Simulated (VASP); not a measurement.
# TiO2 (I4_1/amd) in VASP: notebook

The runs below take TiO2 through single point, with PBE+U.

Program: VASP 6.6.1. These are calculated values, not measurements. Logs are shortened: lines on timing, memory, paths and dates and some standing lists are left out, and cuts for length are marked.

## 1. The cell of the first run

Symmetry: I4_1/amd, No. 141, tetragonal system. The conventional cell has a = 3.818 Å, b = 3.818 Å, c = 9.410 Å, α = 90.00°, β = 90.00°, γ = 90.00°. Within 2.6 Å of Ti (site symmetry -4m2) lie 6 O at 1.93 to 1.95 Å. Within 2.6 Å of O (site symmetry 2mm) lie 3 Ti at 1.93 to 1.95 Å and 2 O at 2.43 Å.

## 2. Single point, PBE+U (strain -0.0375 x Voigt [0, 0, 1, 0, 0, 0])

Contents of INCAR:

```
SYSTEM = TiO2
ALGO = Normal
EDIFF = 1E-6
ENCUT = 520
GGA = PE
ISIF = 2
ISMEAR = 0
LASPH = .TRUE.
LCHARG = .FALSE.
LDAU = .TRUE.
LDAUJ = 0 0
LDAUL = 2 -1
LDAUPRINT = 1
LDAUTYPE = 2
LDAUU = 4 0
LMAXMIX = 4
LREAL = .FALSE.
LWAVE = .FALSE.
NBANDS = 33
NELM = 150
PREC = Accurate
SIGMA = 0.05
```

Contents of KPOINTS:

```
k-points
0
G
  8 8 8
  0 0 0
```

Contents of POSCAR:

```
TiO2
1.0
   -1.9089353641      1.9089353641      4.7050477136
    1.9089353641     -1.9089353641      4.7050477136
    1.9089353641      1.9089353641     -4.7050477136
Ti O
2 4
Direct
    0.0000000000      0.0000000000      0.0000000000
    0.7500000000      0.2500000000      0.5000000000
    0.2052765759      0.2052765759      0.0000000000
    0.9552765759      0.4552765759      0.5000000000
    0.5447234241      0.0447234241      0.5000000000
    0.7947234241      0.7947234241      0.0000000000
```

Potentials or basis: VASP PAW PBE potentials, release 64 (Ti_sv, O).

Started as:

```bash
$ cat potpaw_PBE.64/Ti_sv/POTCAR potpaw_PBE.64/O/POTCAR > POTCAR
$ mpirun -np 1 vasp_std > vasp.out
```

OUTCAR:

```text
SYSTEM = TiO2
   EDIFF = 1E-6
   ENCUT = 520
   GGA = PE
   ISIF = 2
   ISMEAR = 0
   LASPH = .TRUE.
   LREAL = .FALSE.
   NELM = 150
   PREC = Accurate

 ion  position               nearest neighbor table
   1  0.000  0.000  0.000-   3 1.93   6 1.93   4 1.95   5 1.95   5 1.95   4 1.95
   2  0.750  0.250  0.500-   4 1.93   5 1.93   6 1.95   3 1.95   6 1.95   3 1.95
   3  0.205  0.205  0.000-   1 1.93   2 1.95   2 1.95
   4  0.955  0.455  0.500-   2 1.93   1 1.95   1 1.95
   5  0.545  0.045  0.500-   2 1.93   1 1.95   1 1.95
   6  0.795  0.795  0.000-   1 1.93   2 1.95   2 1.95

  LATTYP: Found a body centered tetragonal cell.
 ALAT       =     3.8178707282
 C/A-ratio  =     2.4647496202

  Lattice vectors:

 A1 = (  -1.9089353641,   1.9089353641,   4.7050477136)
 A2 = (   1.9089353641,  -1.9089353641,   4.7050477136)
 A3 = (   1.9089353641,   1.9089353641,  -4.7050477136)

Analysis of symmetry for initial positions (statically):
=====================================================================
 Subroutine PRICEL returns:
 Original cell was already a primitive cell.

 Routine SETGRP: Setting up the symmetry group for a
 body centered tetragonal supercell.

 Subroutine GETGRP returns: Found 16 space group operations
 (whereof  8 operations were pure point group operations)
 out of a pool of 16 trial point group operations.

The static configuration has the point symmetry D_2d.
 The point group associated with its full space group is D_4h.

Analysis of symmetry for dynamics (positions and initial velocities):
=====================================================================
 Subroutine PRICEL returns:
 Original cell was already a primitive cell.

 Routine SETGRP: Setting up the symmetry group for a
 body centered tetragonal supercell.

 Subroutine GETGRP returns: Found 16 space group operations
 (whereof  8 operations were pure point group operations)
 out of a pool of 16 trial point group operations.

The dynamic configuration has the point symmetry D_2d.
 The point group associated with its full space group is D_4h.

 Subroutine INISYM returns: Found 16 space group operations
 (whereof  8 operations are pure point group operations),
 and found     1 'primitive' translations

----------------------------------------------------------------------------------------

                                     Primitive cell

  volume of cell :      68.5814

  direct lattice vectors                    reciprocal lattice vectors
    -1.908935364  1.908935364  4.705047714     0.000000000  0.261926103  0.106268848
     1.908935364 -1.908935364  4.705047714     0.261926103  0.000000000  0.106268848
     1.908935364  1.908935364 -4.705047714     0.261926103  0.261926103  0.000000000

  length of vectors
     5.424531541  5.424531541  5.424531541     0.282662964  0.282662964  0.370419447

  position of ions in fractional coordinates (direct lattice)
     0.000000000  0.000000000  0.000000000
     0.750000000  0.250000000  0.500000000
     0.205276576  0.205276576  0.000000000
     0.955276576  0.455276576  0.500000000
     0.544723424  0.044723424  0.500000000
     0.794723424  0.794723424  0.000000000

  ion indices of the primitive-cell ions
   primitive index   ion index
                 1           1
                 2           2
                 3           3
                 4           4
                 5           5
[... 101 lines left out ...]
   J (eV)           for each species LDAUJ =   0.0  0.0
   GGA     = PE    functional components
   LHFCALC =     F    Hartree Fock is set to
   AEXX    =    0.0000 exact exchange contribution
   IVDW    =     0    specifies the selected vdW correction
   LEPSILON=     F    determine dielectric tensor
   LRPA    =     F    only Hartree local field effects (RPA)
 non-spin polarized calculation
 Gauss-broadening in eV      SIGMA  =   0.05
  energy-cutoff  :      520.00
  volume of cell :       68.58
 maximum number of plane-waves:      1861
   NGX = 21   NGY = 21   NGZ = 21

atom =   1  type =  1  l = 2

 onsite density matrix

spin component  1

  0.0980 -0.0000  0.0000 -0.0000  0.0000
 -0.0000  0.1047  0.0000  0.0000  0.0000
  0.0000  0.0000  0.2704  0.0000  0.0000
 -0.0000  0.0000  0.0000  0.1047 -0.0000
  0.0000  0.0000  0.0000 -0.0000  0.2419

spin component  2

  0.0980 -0.0000  0.0000 -0.0000  0.0000
 -0.0000  0.1047  0.0000  0.0000  0.0000
  0.0000  0.0000  0.2704  0.0000  0.0000
 -0.0000  0.0000  0.0000  0.1047 -0.0000
  0.0000  0.0000  0.0000 -0.0000  0.2419

 occupancies and eigenvectors

  o =  0.0980  v =  1.0000  0.0000  0.0000  0.0000  0.0000  0.0000  0.0000  0.0000  0.0000  0.0000      0.0000  0.0000  0.0000  0.0000  0.0000  0.0000  0.0000  0.0000  0.0000  0.0000
  o =  0.0980  v =  0.0000  0.0000  0.0000  0.0000  0.0000  1.0000  0.0000  0.0000  0.0000  0.0000      0.0000  0.0000  0.0000  0.0000  0.0000  0.0000  0.0000  0.0000  0.0000  0.0000
  o =  0.1047  v =  0.0000  0.7929 -0.0000  0.6093 -0.0000  0.0000  0.0000  0.0000  0.0000  0.0000      0.0000  0.0000  0.0000  0.0000  0.0000  0.0000  0.0000  0.0000  0.0000  0.0000
  o =  0.1047  v =  0.0000  0.0000  0.0000  0.0000  0.0000  0.0000  0.7929 -0.0000  0.6093 -0.0000      0.0000  0.0000  0.0000  0.0000  0.0000  0.0000  0.0000  0.0000  0.0000  0.0000
  o =  0.1047  v =  0.0000 -0.6093  0.0000  0.7929 -0.0000  0.0000  0.0000  0.0000  0.0000  0.0000      0.0000  0.0000  0.0000  0.0000  0.0000  0.0000  0.0000  0.0000  0.0000  0.0000
  o =  0.1047  v =  0.0000  0.0000  0.0000  0.0000  0.0000  0.0000 -0.6093  0.0000  0.7929 -0.0000      0.0000  0.0000  0.0000  0.0000  0.0000  0.0000  0.0000  0.0000  0.0000  0.0000
  o =  0.2419  v =  0.0000 -0.0000 -0.0000 -0.0000 -1.0000  0.0000  0.0000  0.0000  0.0000  0.0000      0.0000  0.0000  0.0000  0.0000  0.0000  0.0000  0.0000  0.0000  0.0000  0.0000
  o =  0.2419  v =  0.0000  0.0000  0.0000  0.0000  0.0000  0.0000 -0.0000 -0.0000 -0.0000 -1.0000      0.0000  0.0000  0.0000  0.0000  0.0000  0.0000  0.0000  0.0000  0.0000  0.0000
  o =  0.2704  v =  0.0000  0.0000 -1.0000 -0.0000 -0.0000  0.0000  0.0000  0.0000  0.0000  0.0000      0.0000  0.0000  0.0000  0.0000  0.0000  0.0000  0.0000  0.0000  0.0000  0.0000
  o =  0.2704  v =  0.0000  0.0000  0.0000  0.0000  0.0000  0.0000  0.0000 -1.0000 -0.0000 -0.0000      0.0000  0.0000  0.0000  0.0000  0.0000  0.0000  0.0000  0.0000  0.0000  0.0000

atom =   2  type =  1  l = 2

 onsite density matrix

spin component  1

  0.0980 -0.0000  0.0000 -0.0000  0.0000
 -0.0000  0.1047  0.0000  0.0000  0.0000
  0.0000  0.0000  0.2704 -0.0000  0.0000
 -0.0000  0.0000 -0.0000  0.1047 -0.0000
  0.0000  0.0000  0.0000 -0.0000  0.2419

spin component  2

  0.0980 -0.0000  0.0000 -0.0000  0.0000
 -0.0000  0.1047  0.0000  0.0000  0.0000
  0.0000  0.0000  0.2704 -0.0000  0.0000
 -0.0000  0.0000 -0.0000  0.1047 -0.0000
  0.0000  0.0000  0.0000 -0.0000  0.2419

 occupancies and eigenvectors

  o =  0.0980  v =  1.0000  0.0000  0.0000  0.0000  0.0000  0.0000  0.0000  0.0000  0.0000  0.0000      0.0000  0.0000  0.0000  0.0000  0.0000  0.0000  0.0000  0.0000  0.0000  0.0000
  o =  0.0980  v =  0.0000  0.0000  0.0000  0.0000  0.0000  1.0000  0.0000  0.0000  0.0000  0.0000      0.0000  0.0000  0.0000  0.0000  0.0000  0.0000  0.0000  0.0000  0.0000  0.0000
  o =  0.1047  v =  0.0000 -0.7765 -0.0000  0.6302  0.0000  0.0000  0.0000  0.0000  0.0000  0.0000      0.0000  0.0000  0.0000  0.0000  0.0000  0.0000  0.0000  0.0000  0.0000  0.0000
  o =  0.1047  v =  0.0000  0.0000  0.0000  0.0000  0.0000  0.0000 -0.7765 -0.0000  0.6302  0.0000      0.0000  0.0000  0.0000  0.0000  0.0000  0.0000  0.0000  0.0000  0.0000  0.0000
  o =  0.1047  v =  0.0000 -0.6302 -0.0000 -0.7765 -0.0000  0.0000  0.0000  0.0000  0.0000  0.0000      0.0000  0.0000  0.0000  0.0000  0.0000  0.0000  0.0000  0.0000  0.0000  0.0000
  o =  0.1047  v =  0.0000  0.0000  0.0000  0.0000  0.0000  0.0000 -0.6302 -0.0000 -0.7765 -0.0000      0.0000  0.0000  0.0000  0.0000  0.0000  0.0000  0.0000  0.0000  0.0000  0.0000
  o =  0.2419  v =  0.0000 -0.0000 -0.0000 -0.0000  1.0000  0.0000  0.0000  0.0000  0.0000  0.0000      0.0000  0.0000  0.0000  0.0000  0.0000  0.0000  0.0000  0.0000  0.0000  0.0000
  o =  0.2419  v =  0.0000  0.0000  0.0000  0.0000  0.0000  0.0000 -0.0000 -0.0000 -0.0000  1.0000      0.0000  0.0000  0.0000  0.0000  0.0000  0.0000  0.0000  0.0000  0.0000  0.0000
  o =  0.2704  v =  0.0000  0.0000  0.0000  0.0000  0.0000  0.0000  0.0000 -1.0000 -0.0000 -0.0000      0.0000  0.0000  0.0000  0.0000  0.0000  0.0000  0.0000  0.0000  0.0000  0.0000
  o =  0.2704  v =  0.0000  0.0000 -1.0000 -0.0000 -0.0000  0.0000  0.0000  0.0000  0.0000  0.0000      0.0000  0.0000  0.0000  0.0000  0.0000  0.0000  0.0000  0.0000  0.0000  0.0000

 number of electron      47.9999996 magnetization

 Free energy of the ion-electron system (eV)
  ---------------------------------------------------
  ext. energy  EPLUGINS =         0.00000000
  ---------------------------------------------------
  free energy    TOTEN  =       -48.29376282 eV

  energy without entropy =      -48.29376282  energy(sigma->0) =      -48.29376282

 E-fermi :   3.7902     XC(G=0): -10.6995

 val. band max:        3.4551867044   @ k =  -0.3750   0.3750   0.0000
 cond. band min:       6.2523668190   @ k =   0.0000   0.0000   0.0000
 fundamental gap:      2.7971801147
 Fermi energy:         3.7902057913

 k-point     1 :       0.0000    0.0000    0.0000
  band No.  band energies     occupation
      1     -53.7894      2.00000
      2     -53.7282      2.00000
      3     -30.2152      2.00000
      4     -29.9706      2.00000
      5     -29.9706      2.00000
      6     -29.8964      2.00000
[... 853 lines left out ...]
     32      10.3513      0.00000
     33      10.7206      0.00000

 [... further k-points ...]
[... 5 lines left out ...]
  --------------------------------------------------------------------------------------
  -------------------------------------------------------------------------------------
  Total        4.2704691      4.2704691      9.4407291      0.0000000      0.0000000      0.0000000
  in kB       99.7653426     99.7653426    220.5513127      0.0000000      0.0000000      0.0000000
  external PRESSURE =     140.0273326 kB  Pullay stress =       0.0000000 kB

 VOLUME and BASIS-vectors are now :
 -----------------------------------------------------------------------------
  energy-cutoff  :      520.00
  volume of cell :       68.58
      direct lattice vectors                 reciprocal lattice vectors
    -1.908935364  1.908935364  4.705047714     0.000000000  0.261926103  0.106268848
     1.908935364 -1.908935364  4.705047714     0.261926103  0.000000000  0.106268848
     1.908935364  1.908935364 -4.705047714     0.261926103  0.261926103  0.000000000

 POSITION                                       TOTAL-FORCE (eV/Angst)
 -----------------------------------------------------------------------------------
      0.00000      0.00000      0.00000         0.000000      0.000000      0.000000
     -0.00000      1.90894      2.35252         0.000000      0.000000     -0.000000
      0.00000      0.00000      1.93167        -0.000000     -0.000000      1.015199
      0.00000      1.90894      4.28420         0.000000      0.000000      1.015199
      0.00000      1.90894      0.42085        -0.000000     -0.000000     -1.015199
      0.00000      0.00000      7.47842         0.000000      0.000000     -1.015199
 -----------------------------------------------------------------------------------
    total drift:                               -0.000000      0.000000     -0.000000

  FREE ENERGIE OF THE ION-ELECTRON SYSTEM (eV)
  ---------------------------------------------------
  free  energy   TOTEN  =       -48.2937628233 eV

  energy  without entropy=      -48.2937628233  energy(sigma->0) =      -48.29376282
```

Run time: 92 s. Hardware: 1 thread of Intel Xeon 6975P-C (Granite Rapids), shared host; peak memory 0.29 GiB.

What came out:

```yaml
Free_energy: -48.2938 eV
Pressure: 14.0 GPa
Largest_force: 1.015 eV/Å
Band_gap_on_the_k_mesh: 2.80 eV (least direct gap 3.04 eV)
```

Forces in eV/Å, atoms in the order of the input:
```
Ti   0.000  0.000  0.000
Ti   0.000  0.000  0.000
O    0.000  0.000  1.015
O    0.000  0.000  1.015
O    0.000  0.000 -1.015
O    0.000  0.000 -1.015
```

Eigenvalues of the final occupation matrices:
| site | spin | trace | eigenvalues |
| --- | --- | --- | --- |
| site 1 d | 1 | 0.82 | 0.10 0.10 0.10 0.24 0.27 |
| site 1 d | 2 | 0.82 | 0.10 0.10 0.10 0.24 0.27 |
| site 2 d | 1 | 0.82 | 0.10 0.10 0.10 0.24 0.27 |
| site 2 d | 2 | 0.82 | 0.10 0.10 0.10 0.24 0.27 |

Caveat: the cell differs from its parent crystal (strain -0.0375 x Voigt [0, 0, 1, 0, 0, 0]); the cell stands under pressure; forces of over 1 eV/Å act on the atoms, so gaps and moduli don't describe the material at rest. A k mesh can miss the band edges.

## 3. Single point, PBE+U (strain +0.1312 x Voigt [0, 0, 1, 0, 0, 0])

Contents of INCAR:

```
SYSTEM = TiO2
PREC     = Accurate       ! precision mode
ENCUT    = 520            ! plane-wave cutoff, eV
EDIFF    = 1E-6           ! SCF threshold, eV
ISMEAR   = 0              ! smearing method
SIGMA    = 0.05           ! smearing width, eV
LREAL    = .False.        ! projectors in reciprocal space
LASPH    = .True.         ! aspherical terms in the spheres
NELM     = 150            ! most SCF steps
ALGO     = Normal         ! electronic algorithm
ISIF     = 2              ! what is computed and relaxed
LWAVE    = .False.        ! write WAVECAR
LCHARG   = .False.        ! write CHGCAR
LMAXMIX  = 4              ! l up to which the mixer works
LDAU     = .True.         ! DFT+U
LDAUTYPE = 2            
LDAUL    = 2 -1           ! shell
LDAUU    = 4 0            ! U, eV
LDAUJ    = 0 0          
LDAUPRINT= 1            
GGA      = PE             ! functional
NBANDS   = 33             ! bands
```

Contents of KPOINTS:

```
Automatic mesh
0
Gamma
  8 8 8
  0 0 0
```

POSCAR: that of step 2 with these lines changed.

```diff
@@ -2,5 +2,5 @@
 1.0
-   -1.9089353641      1.9089353641      4.7050477136
-    1.9089353641     -1.9089353641      4.7050477136
-    1.9089353641      1.9089353641     -4.7050477136
+   -1.9089353641      1.9089353641      5.5297142583
+    1.9089353641     -1.9089353641      5.5297142583
+    1.9089353641      1.9089353641     -5.5297142583
 Ti O
```

Potentials or basis: VASP PAW PBE potentials, release 64 (Ti_sv, O).

Started as:

```bash
$ cat potpaw_PBE.64/Ti_sv/POTCAR potpaw_PBE.64/O/POTCAR > POTCAR
$ mpirun -np 1 vasp_std > vasp.out
```

It took 10 min on 1 thread of Intel Xeon 8259CL, shared host; peak memory 0.39 GiB.

Results (log left out):

```
Free energy            : -47.7577 eV
Pressure               : -13.8 GPa
Largest force          : 0.820 eV/Å
Band gap on the k mesh : 2.38 eV (least direct gap 2.66 eV)
```

Forces on the atoms (eV/Å):
```
Ti   0.000  0.000  0.000
Ti   0.000  0.000  0.000
O    0.000  0.000 -0.820
O    0.000  0.000 -0.820
O    0.000  0.000  0.820
O    0.000  0.000  0.820
```

Stress tensor (GPa, compression positive):
```
 -9.55   0.00   0.00
  0.00  -9.55   0.00
  0.00   0.00 -22.20
```

Levels at points of the mesh, in eV from the valence-band top:
```tsv
k point	band 20	band 21	band 22	band 23	band 24	band 25	band 26	band 27	band 28	band 29
(0.00, 0.00, 0.00)	-1.26	-1.26	-1.05	-0.42	-0.42	2.38	2.70	3.53	3.87	3.87
(0.50, 0.00, 0.00)	-1.61	-1.59	-1.43	-0.84	-0.76	3.12	3.20	3.34	3.50	3.98
(0.50, 0.50, 0.00)	-2.18	-1.91	-1.91	-0.06	-0.06	2.87	2.87	3.31	3.31	4.50
(0.50, 0.50, 0.50)	-1.54	-1.39	-1.39	-0.29	-0.29	2.53	2.53	3.72	3.72	3.86
```

Eigenvalues of the final occupation matrices:
| site | spin | trace | eigenvalues |
| --- | --- | --- | --- |
| site 1 d | 1 | 0.75 | 0.10 0.10 0.12 0.18 0.25 |
| site 1 d | 2 | 0.75 | 0.10 0.10 0.12 0.18 0.25 |
| site 2 d | 1 | 0.75 | 0.10 0.10 0.12 0.18 0.25 |
| site 2 d | 2 | 0.75 | 0.10 0.10 0.12 0.18 0.25 |

Caveat: the cell differs from its parent crystal (strain +0.1312 x Voigt [0, 0, 1, 0, 0, 0]); the cell stands under tension. A k mesh can miss the band edges.

## 4. Single point, PBE+U (strain +0.1500 x Voigt [0, 0, 1, 0, 0, 0])

Contents of INCAR:

```
  PREC = Accurate
  ENCUT = 520
  EDIFF = 1E-7
  ISMEAR = 0
  SIGMA = 0.05
  LREAL = False
  LASPH = True
  NELM = 150
  ALGO = Normal
  ISIF = 2
  LWAVE = False
  LCHARG = True
  LMAXMIX = 4
  LDAU = True
  LDAUTYPE = 2
  LDAUL = 2 -1
  LDAUU = 4 0
  LDAUJ = 0 0
  LDAUPRINT = 1
  GGA = PE
  LELF = True
  LVHAR = True
  NBANDS = 33
```

Contents of KPOINTS:

```
Automatic mesh
0
Gamma
  8 8 8
```

POSCAR: that of step 3 with these lines changed.

```diff
@@ -2,5 +2,5 @@
 1.0
-   -1.9089353641      1.9089353641      5.5297142583
-    1.9089353641     -1.9089353641      5.5297142583
-    1.9089353641      1.9089353641     -5.5297142583
+   -1.9089353641      1.9089353641      5.6216154500
+    1.9089353641     -1.9089353641      5.6216154500
+    1.9089353641      1.9089353641     -5.6216154500
 Ti O
```

Started as:

```bash
$ cat potpaw_PBE.64/Ti_sv/POTCAR potpaw_PBE.64/O/POTCAR > POTCAR
$ mpirun -np 1 vasp_std > vasp.out
```

Run time: 12 min. Hardware: 1 thread of Intel Xeon 8259CL, shared host; peak memory 0.39 GiB.

The run converged. Its results:

* Free energy: -47.5693 eV
* Pressure: -15.1 GPa
* Largest force: 0.814 eV/Å
* Band gap on the k mesh: 2.34 eV (least direct gap 2.57 eV)

Forces on the atoms (eV/Å):
```
Ti   0.000  0.000  0.000
Ti   0.000  0.000  0.000
O    0.000  0.000 -0.814
O    0.000  0.000 -0.814
O    0.000  0.000  0.814
O    0.000  0.000  0.814
```

Stress tensor (GPa, compression positive):
```
-11.10   0.00   0.00
  0.00 -11.10   0.00
  0.00   0.00 -23.14
```

Levels at points of the mesh, in eV from the valence-band top:
| k point | band 21 | band 22 | band 23 | band 24 | band 25 | band 26 | band 27 | band 28 |
| --- | --- | --- | --- | --- | --- | --- | --- | --- |
| (0.00, 0.00, 0.00) | -1.30 | -1.08 | -0.43 | -0.43 | 2.34 | 2.63 | 3.39 | 3.82 |
| (0.50, 0.00, 0.00) | -1.55 | -1.50 | -0.85 | -0.75 | 3.04 | 3.11 | 3.31 | 3.45 |
| (0.50, 0.50, 0.00) | -1.90 | -1.90 | -0.06 | -0.06 | 2.78 | 2.78 | 3.22 | 3.22 |
| (0.50, 0.50, 0.50) | -1.38 | -1.38 | -0.32 | -0.32 | 2.49 | 2.49 | 3.68 | 3.68 |

Eigenvalues of the final occupation matrices:
| site | spin | trace | eigenvalues |
| --- | --- | --- | --- |
| site 1 d | 1 | 0.75 | 0.10 0.10 0.12 0.17 0.25 |
| site 1 d | 2 | 0.75 | 0.10 0.10 0.12 0.17 0.25 |
| site 2 d | 1 | 0.75 | 0.10 0.10 0.12 0.17 0.25 |
| site 2 d | 2 | 0.75 | 0.10 0.10 0.12 0.17 0.25 |

Caveat: the cell differs from its parent crystal (strain +0.1500 x Voigt [0, 0, 1, 0, 0, 0]); the cell stands under tension.

## 5. Summary

```tsv
cell	gap on the mesh (eV)	pressure (GPa)	largest force (eV/Å)
a = 5.425 Å, angles 138.8, 138.8, 59.7°, 6 atoms	2.80	14.0	1.02
a = 6.154 Å, angles 143.9, 143.9, 52.0°, 6 atoms	2.38	-13.8	0.82
a = 6.236 Å, angles 144.4, 144.4, 51.3°, 6 atoms	2.34	-15.1	0.81
```

Alike in all rows: task single point; level PBE+U; potentials or basis VASP PAW PBE potentials, release 64 (Ti_sv, O); no spin polarisation; Ti d U = 4.0 eV; k mesh 8 × 8 × 8; cutoff (eV) 520; smearing gaussian 0.05 eV.

Caveats: the cell stands under tension (at least some runs); the cell stands under pressure (at least some runs); forces of over 1 eV/Å act on the atoms, so gaps and moduli don't describe the material at rest (at least some runs).

Total energies depend on the potentials used, so only differences within one code and one set of settings carry meaning.
